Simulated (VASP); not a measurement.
Runs of VASP 6.6.1 on SnSe2. The structure is that of space group P-3m1 (No. 164), or close to it. The cells are those of the table. 

| task | level | spin | cell | k mesh | cutoff (eV) | smearing | gap on the mesh (eV) | pressure (GPa) | largest force (eV/Å) |
| --- | --- | --- | --- | --- | --- | --- | --- | --- | --- |
| single point | PBE | off | a = 3.811, b = 3.811, c = 5.891 Å, angles 90.0, 90.0, 120.0°, 3 atoms | 7 × 7 × 4 | 520 | fermi-dirac 0.05 eV | (d) | 9.2 | 1.42 |
| single point | r2SCAN | off | a = 3.810, b = 3.810, c = 6.090 Å, angles 90.0, 90.0, 120.0°, 3 atoms | 8 × 8 × 5 | 520 | fermi-dirac 0.05 eV | 0.95 | 2.1 | (a) |
| relaxation of cell and atoms | PBEsol+D3(BJ) | off | relaxed from a = 3.811, b = 3.811, c = 6.136 Å, angles 90.0, 90.0, 120.0°, 3 atoms | 8 × 8 × 5 | 600 | fermi-dirac 0.05 eV | (b) | 0.0 | - |
| single point | BLYP | off | a = 3.811, b = 3.811, c = 6.136 Å, angles 90.0, 90.0, 120.0°, 3 atoms | 5 × 5 × 3 | 520 | fermi-dirac 0.05 eV | (c) | 10.0 | 1.05 |
| single point | PBEsol | non-collinear, zero start, SOC | a = 3.811, b = 3.811, c = 6.136 Å, angles 90.0, 90.0, 120.0°, 3 atoms | 7 × 7 × 4 | 500 | gaussian 0.05 eV | - | 2.7 | 0.62 |

Alike in all rows: potentials or basis VASP PAW PBE potentials, release 64 (Sn_d, Se).

**Question.** Fill in the values left out.

**Answer.** (a) 0.01; (b) 0.19; (c) 0.80; (d) 0.56.

Caveats: spin-orbit coupling is left out, which moves the levels of the heavy elements (some runs); the PAW data sets were made with another functional, which shifts forces and pressure a little (some runs); this functional lacks dispersion, which binds the layers, so the pressure and a relaxed spacing across them are unreliable (some runs); forces of over 1 eV/Å act on the atoms, so gaps and moduli don't describe the material at rest (some runs).

A k mesh can miss the band edges, and rows without SOC leave out spin-orbit coupling on Se, Sn.
